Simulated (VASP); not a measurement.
Write the native input for VASP 6.6.1 that does the following.

```yaml
Task: relaxation of cell and atoms
Functional: PBEsol
Dispersion: D4
Potentials_or_basis: VASP PAW PBE potentials, release 64 (Zn, Cu)
Cutoff: 600 eV
k_mesh: 9 × 9 × 9
Occupations: fermi-dirac, width 0.05 eV
Spin: no spin polarisation
Dipole_correction: no
Further_INCAR_settings: ALGO = Normal; EDIFF = 1e-06; IBRION = 2; EDIFFG = -0.01; NSW = 60; ISIF = 3
```

The structure of ZnCu lies in POSCAR:

```
ZnCu
1.0
    2.9450000000      0.0000000000      0.0000000000
    0.0000000000      2.9450000000      0.0000000000
    0.0000000000      0.0000000000      2.9450000000
Zn Cu
1 1
Direct
    0.5000000000      0.5000000000      0.5000000000
    0.0000000000      0.0000000000      0.0000000000
```

These files were run (other wordings do the same):

INCAR

```
  PREC = Accurate
  ENCUT = 600
  EDIFF = 1E-6
  ISMEAR = -1
  SIGMA = 0.05
  LREAL = False
  LASPH = True
  NELM = 80
  ALGO = Normal
  ISIF = 3
  LWAVE = False
  LCHARG = False
  GGA = PS
  IVDW = 13
  IBRION = 2
  NSW = 60
  EDIFFG = -0.01
```

KPOINTS

```
Automatic mesh
0
Gamma
  9 9 9
```

Potentials or basis: VASP PAW PBE potentials, release 64 (Zn, Cu).

Run with:

```bash
$ cat potpaw_PBE.64/Zn/POTCAR potpaw_PBE.64/Cu/POTCAR > POTCAR
$ mpirun -np 1 vasp_std > vasp.out
```

Results of the run:

| Property | Result |
| --- | --- |
| Relaxed volume | 12.10 Å³/atom |
| Relaxed cell | a = 2.893 Å, b = 2.893 Å, c = 2.893 Å, α = 90.00°, β = 90.00°, γ = 90.00° |
| Space group after relaxing (to 0.05 Å) | Pm-3m (No. 221) |
| Energy gained by relaxing | 15.1 meV/atom |
| Ionic steps | 3 |
| Pressure after relaxing | 0.1 GPa |
| Dispersion energy per atom | -0.273 eV |

Caveat: the PAW data sets were made with another functional, which shifts forces and pressure a little; pairwise dispersion overbinds metals, which lowers pressure and volume.

Run time: 45 s on 1 thread of Intel Xeon 8259CL, with other jobs on the host, peak memory 0.16 GiB.
